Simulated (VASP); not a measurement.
# Li3InF6 (Fm-3m) in VASP: single point with PBE

Aim: the single point of Li3InF6 with PBE.

All numbers are computed with VASP 6.6.1; they aren't measurements. Logs are shortened: lines on timing, memory, paths and dates and some standing lists are left out, and cuts for length are marked.

### Step 1. The cell of the first run

The structure is cubic, space group Fm-3m (No. 225). The conventional cell has a = 8.094 Å, b = 8.094 Å, c = 8.094 Å, α = 90.00°, β = 90.00°, γ = 90.00°. Li (site symmetry -43m) has 12 F at 2.86 Å and 4 Li at 3.51 Å and 4 In at 3.51 Å within 3.8 Å. Li (site symmetry m-3m) has 6 F at 1.97 Å within 2.6 Å. Within 2.7 Å of In (site symmetry m-3m) lie 6 F at 2.07 Å. F (site symmetry 4mm) has 1 Li at 1.97 Å and 1 In at 2.07 Å within 2.6 Å.

### Step 2. Single point, PBE

INCAR reads:

```
PREC = Accurate
ENCUT = 520
EDIFF = 1E-6
ISMEAR = 1
SIGMA = 0.02
LREAL = False
LASPH = True
NELM = 60
ALGO = Normal
ISIF = 2
LWAVE = False
LCHARG = False
GGA = PE
NBANDS = 43
```

KPOINTS reads:

```
Automatic mesh
0
Gamma
  4 4 4
```

POSCAR reads:

```
Li3InF6
1.0
    0.0000000000      4.0472430000      4.0472430000
    4.0472430000      0.0000000000      4.0472430000
    4.0472430000      4.0472430000      0.0000000000
Li In F
3 1 6
Direct
    0.2500000000      0.2500000000      0.2500000000
    0.7500000000      0.7500000000      0.7500000000
    0.5000000000      0.5000000000      0.5000000000
    0.0000000000      0.0000000000      0.0000000000
    0.2561070000      0.2561070000      0.7438930000
    0.2561070000      0.7438930000      0.7438930000
    0.7438930000      0.7438930000      0.2561070000
    0.2561070000      0.7438930000      0.2561070000
    0.7438930000      0.2561070000      0.7438930000
    0.7438930000      0.2561070000      0.2561070000
```

Potentials or basis: VASP PAW PBE potentials, release 64 (Li_sv, In_d, F).

The run is started by

```console
cat potpaw_PBE.64/Li_sv/POTCAR potpaw_PBE.64/In_d/POTCAR potpaw_PBE.64/F/POTCAR > POTCAR
mpirun -np 1 vasp_std > vasp.out
```

OUTCAR:

```text
PREC = Accurate
   ENCUT = 520
   EDIFF = 1E-6
   ISMEAR = 1
   LREAL = False
   LASPH = True
   NELM = 60
   ISIF = 2
   GGA = PE

 ion  position               nearest neighbor table
   1  0.250  0.250  0.250-
   2  0.750  0.750  0.750-
   3  0.500  0.500  0.500-   5 1.97   6 1.97   7 1.97   8 1.97   9 1.97  10 1.97
   4  0.000  0.000  0.000-   5 2.07   6 2.07   7 2.07   8 2.07   9 2.07  10 2.07
   5  0.256  0.256  0.744-   3 1.97   4 2.07
   6  0.256  0.744  0.744-   3 1.97   4 2.07
   7  0.744  0.744  0.256-   3 1.97   4 2.07
   8  0.256  0.744  0.256-   3 1.97   4 2.07
   9  0.744  0.256  0.744-   3 1.97   4 2.07
  10  0.744  0.256  0.256-   3 1.97   4 2.07

  LATTYP: Found a face centered cubic cell.
 ALAT       =     8.0944860000

  Lattice vectors:

 A1 = (   0.0000000000,   4.0472430000,   4.0472430000)
 A2 = (   4.0472430000,   0.0000000000,   4.0472430000)
 A3 = (   4.0472430000,   4.0472430000,   0.0000000000)

Analysis of symmetry for initial positions (statically):
=====================================================================
 Subroutine PRICEL returns:
 Original cell was already a primitive cell.

 Routine SETGRP: Setting up the symmetry group for a
 face centered cubic supercell.

 Subroutine GETGRP returns: Found 48 space group operations
 (whereof 48 operations were pure point group operations)
 out of a pool of 48 trial point group operations.

The static configuration has the point symmetry O_h .

Analysis of symmetry for dynamics (positions and initial velocities):
=====================================================================
 Subroutine PRICEL returns:
 Original cell was already a primitive cell.

 Routine SETGRP: Setting up the symmetry group for a
 face centered cubic supercell.

 Subroutine GETGRP returns: Found 48 space group operations
 (whereof 48 operations were pure point group operations)
 out of a pool of 48 trial point group operations.

The dynamic configuration has the point symmetry O_h .

 Subroutine INISYM returns: Found 48 space group operations
 (whereof 48 operations are pure point group operations),
 and found     1 'primitive' translations

[... 98 lines left out ...]
   NFREE  =      0    steps in history (QN), initial steepest desc. (CG)
   ISIF   =      2    stress and relaxation
   ISYM   =      2    0-nonsym 1-usesym 2-fastsym
   POTIM  = 0.5000    time-step for ionic-motion
   TEBEG  =    0.0;   TEEND  =   0.0 temperature during run
   PSTRESS=    0.0 pullay stress
   NELECT =      64.0000    total number of electrons
   NUPDOWN=      -1.0000    fix difference up-down
   EMIN   =  10.00;   EMAX   =-10.00  energy-range for DOS
   EFERMI =   0.00;   METHOD = LEGACY
   ISMEAR =     1;   SIGMA  =   0.02  broadening in eV -4-tet -1-fermi 0-gaus
   EFERMI_NEDOS =   21; number of points for ismear=-14 and -15
   IALGO  =     38    algorithm
   IMIX   =      4    mixing-type and parameters
     AMIX     =   0.40;   BMIX     =  1.00
     AMIX_MAG =   1.60;   BMIX_MAG =  1.00
  volume/ion in A,a.u.               =      13.26        89.48
  Fermi-wavevector in a.u.,A,eV,Ry     =   1.284199  2.426784 22.438268  1.649166
  Thomas-Fermi vector in A             =   2.416407
   LORBIT       =      0    0 simple, 1 ext, 2 COOP (PROOUT), +10 PAW based schemes
   GGA     = PE    functional components
   LHFCALC =     F    Hartree Fock is set to
   AEXX    =    0.0000 exact exchange contribution
   IVDW    =     0    specifies the selected vdW correction
   LEPSILON=     F    determine dielectric tensor
   LRPA    =     F    only Hartree local field effects (RPA)
 non-spin polarized calculation
 Methfessel and Paxton  Order N= 1 SIGMA  =   0.02
  energy-cutoff  :      520.00
  volume of cell :      132.59
 maximum number of plane-waves:      3591
 NGX is ok and might be reduce to    48
   NGX = 21   NGY = 21   NGZ = 21

 number of electron      64.0000020 magnetization

 Free energy of the ion-electron system (eV)
  ---------------------------------------------------
  ext. energy  EPLUGINS =         0.00000000
  ---------------------------------------------------
  free energy    TOTEN  =       -44.38763127 eV

  energy without entropy =      -44.38786165  energy(sigma->0) =      -44.38770807

 E-fermi :  -1.4258     XC(G=0):  -8.5711

 val. band max:       -1.4394910302   @ k =   0.0000   0.0000   0.0000
 cond. band min:       3.4230608139   @ k =   0.0000   0.0000   0.0000
 fundamental gap:      4.8625518441
 Fermi energy:        -1.4257842856

 k-point     1 :       0.0000    0.0000    0.0000
  band No.  band energies     occupation
      1     -45.6651      2.00000
      2     -45.6646      2.00000
      3     -41.8266      2.00000
      4     -21.5637      2.00000
      5     -21.0850      2.00000
      6     -21.0850      2.00000
[... 357 lines left out ...]
     42      12.1153      0.00000
     43      12.7188      0.00000

------------------------ aborting loop because EDIFF is reached ----------------------------------------

  FORCE on cell =-STRESS in cart. coord.  units (eV):
  Direction    XX          YY          ZZ          XY          YZ          ZX
  --------------------------------------------------------------------------------------
  -------------------------------------------------------------------------------------
  Total       -0.1110820     -0.1110820     -0.1110820     -0.0000000     -0.0000000      0.0000000
  in kB       -1.3422908     -1.3422908     -1.3422908     -0.0000000     -0.0000000      0.0000000
  external PRESSURE =      -1.3422908 kB  Pullay stress =       0.0000000 kB

 VOLUME and BASIS-vectors are now :
 -----------------------------------------------------------------------------
  energy-cutoff  :      520.00
  volume of cell :      132.59
      direct lattice vectors                 reciprocal lattice vectors
     0.000000000  4.047243000  4.047243000    -0.123540889  0.123540889  0.123540889
     4.047243000  0.000000000  4.047243000     0.123540889 -0.123540889  0.123540889
     4.047243000  4.047243000  0.000000000     0.123540889  0.123540889 -0.123540889

 POSITION                                       TOTAL-FORCE (eV/Angst)
 -----------------------------------------------------------------------------------
      2.02362      2.02362      2.02362         0.000000     -0.000000     -0.000000
      6.07086      6.07086      6.07086         0.000000     -0.000000      0.000000
      4.04724      4.04724      4.04724         0.000000     -0.000000     -0.000000
      0.00000      0.00000      0.00000         0.000000     -0.000000     -0.000000
      4.04724      4.04724      2.07305         0.000000     -0.000000      0.048645
      6.02143      4.04724      4.04724        -0.048645     -0.000000     -0.000000
      4.04724      4.04724      6.02143         0.000000     -0.000000     -0.048645
      4.04724      2.07305      4.04724         0.000000      0.048645     -0.000000
      4.04724      6.02143      4.04724         0.000000     -0.048645     -0.000000
      2.07305      4.04724      4.04724         0.048645     -0.000000     -0.000000
 -----------------------------------------------------------------------------------
    total drift:                               -0.000000     -0.000000     -0.000000

  FREE ENERGIE OF THE ION-ELECTRON SYSTEM (eV)
  ---------------------------------------------------
  free  energy   TOTEN  =       -44.3876312749 eV

  energy  without entropy=      -44.3878616514  energy(sigma->0) =      -44.38770807
```

stdout:

```text
POSCAR found type information on POSCAR LiInF
 POSCAR found :  3 types and      10 ions
 scaLAPACK will be used
 LDA part: xc-table for (Slater+PW92), standard interpolation
 POSCAR, INCAR and KPOINTS ok, starting setup
 FFT: planning ... GRIDC
 FFT: planning ... GRID_SOFT
 FFT: planning ... GRID
 WAVECAR not read
 entering main loop
```

Run time: 61 s. Hardware: 1 thread of Intel Xeon Platinum 8488C (Sapphire Rapids), shared host; peak memory 0.29 GiB.

Results:

```yaml
Free_energy: -44.3876 eV
Largest_force: 0.049 eV/Å
Band_gap_on_the_k_mesh: 4.86 eV, direct
```

Forces in eV/Å, atoms in the order of the input:
```
Li   0.000  0.000  0.000
Li   0.000  0.000  0.000
Li   0.000  0.000  0.000
In   0.000  0.000  0.000
F    0.000  0.000  0.049
F   -0.049  0.000  0.000
F    0.000  0.000 -0.049
F    0.000  0.049  0.000
F    0.000 -0.049  0.000
F    0.049  0.000  0.000
```

Caveat: the cutoff is under 1.25 times the usual one of these potentials, so pressure, stress and relaxed cells hold a basis-set (Pulay) error; spin-orbit coupling is left out, which moves the levels of the heavy elements. A hybrid or GW would open this gap; PBE tends to underestimate it.
